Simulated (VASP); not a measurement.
Write the native input for VASP 6.6.1 that does the following.

```
Task                   : relaxation of cell and atoms
Functional             : PBE
Potentials or basis    : VASP PAW PBE potentials, release 64 (Ga_d, Sn_d, O)
Cutoff                 : 600 eV
k mesh                 : 6 × 6 × 4
Occupations            : gaussian, width 0.1 eV
Spin                   : no spin polarisation
Dipole correction      : no
Further INCAR settings : ALGO = Normal; EDIFF = 1e-06; IBRION = 2; EDIFFG = -0.04; NSW = 90; ISIF = 3
```

The structure of Ga2SnO2 lies in POSCAR:

```
Ga2SnO2
1.0
    3.6748432700      0.0000000000      0.0000000000
    0.0000000000      3.6748432700      0.0000000000
    0.0000000000      0.0000000000      7.1544374700
Ga Sn O
2 1 2
Direct
    0.5000000000      0.5000000000      0.2949224600
    0.5000000000      0.5000000000      0.7050775400
    0.0000000000      0.0000000000      0.0000000000
    0.0000000000      0.0000000000      0.7587220300
    0.0000000000      0.0000000000      0.2412779700
```

The cell was built from a structure type or drawn by symmetry, and may not be a known phase.

One way to write it, as run:

INCAR

```
ALGO     = Normal         # electronic algorithm
EDIFF    = 1E-6           # SCF threshold, eV
EDIFFG   = -0.04          # ionic threshold
ENCUT    = 600            # plane-wave cutoff, eV
GGA      = PE             # functional
IBRION   = 2              # ionic algorithm
ISIF     = 3              # what is computed and relaxed
ISMEAR   = 0              # smearing method
LASPH    = T              # aspherical terms in the spheres
LCHARG   = F              # write CHGCAR
LREAL    = F              # projectors in reciprocal space
LWAVE    = F              # write WAVECAR
NELM     = 60             # most SCF steps
NSW      = 90             # ionic steps
PREC     = Accurate       # precision mode
SIGMA    = 0.1            # smearing width, eV
```

KPOINTS

```
k-points
0
Gamma
  6 6 4
```

Potentials or basis: VASP PAW PBE potentials, release 64 (Ga_d, Sn_d, O).

The run is started by

```bash
$ cat potpaw_PBE.64/Ga_d/POTCAR potpaw_PBE.64/Sn_d/POTCAR potpaw_PBE.64/O/POTCAR > POTCAR
$ mpirun -np 1 vasp_std > vasp.out
```

Results of the run:

```json
{
  "Relaxed volume": "15.67 Å³/atom",
  "Relaxed cell": "a = 2.986 Å, b = 2.986 Å, c = 8.791 Å, α = 90.00°, β = 90.00°, γ = 90.00°",
  "Space group after relaxing (to 0.1 Å)": "P4/mmm (No. 123)",
  "Pressure after relaxing": "-0.1 GPa",
  "Largest force after relaxing": "0.039 eV/Å",
  "Band gap on the k mesh": "zero (bands 26 and 27 overlap by 1.62 eV)"
}
```

Caveat: the volume moved by over 15 % at a fixed basis, so the end points are rough; spin-orbit coupling is left out, which moves the levels of the heavy elements.

Wall time 33 min on 1 thread of Intel(R) Xeon(R) Platinum 8259CL CPU @ 2.50GHz (Skylake/Cascade Lake) (shared host), peak memory 0.3 GiB.
